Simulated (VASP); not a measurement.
Here is a VASP 6.6.1 calculation.

Contents of INCAR:

```
SYSTEM = Si
PREC = Accurate ; ENCUT = 520
EDIFF = 1E-6 ; ISMEAR = -1
SIGMA = 0.02 ; LREAL = .FALSE.
LASPH = .TRUE. ; NELM = 100
ALGO = Normal ; ISIF = 2
LWAVE = .FALSE. ; LCHARG = .FALSE.
GGA = PE ; NBANDS = 21
```

Contents of KPOINTS:

```
regular mesh
0
G
  8 6 1
  0 0 0
```

File POSCAR:

```
Si
1.0
    3.8685410222      0.0000000000      0.0000000000
    0.0000000000      5.4709431802      0.0000000000
    0.0000000000      0.0000000000     19.8685000000
Si
6
Direct
    0.7500000000      0.1155783311      0.4082130297
    0.2500000000      0.8844216689      0.4082130297
    0.2500000000      0.6198304794      0.4999999970
    0.7500000000      0.3801695206      0.4999999970
    0.7500000000      0.1155783125      0.5917869733
    0.2500000000      0.8844216875      0.5917869733
```

Potentials or basis: VASP PAW PBE potentials, release 64 (Si).

The run is started by

```bash
$ cat potpaw_PBE.64/Si/POTCAR > POTCAR
$ mpirun -np 1 vasp_std > vasp.out
```

**Question.** Estimate the band gap on the k mesh.

**Answer.** Zero (band 12 reaches -1.73 eV, above the bottom of band 13 at -1.89 eV).

**Question.** Predict the largest force.

**Answer.** 0.005 eV/Å.

Forces on the atoms (eV/Å):
```
Si   0.000  0.000  0.005
Si   0.000  0.000  0.005
Si   0.000 -0.001  0.000
Si   0.000  0.001  0.000
Si   0.000  0.000 -0.005
Si   0.000  0.000 -0.005
```
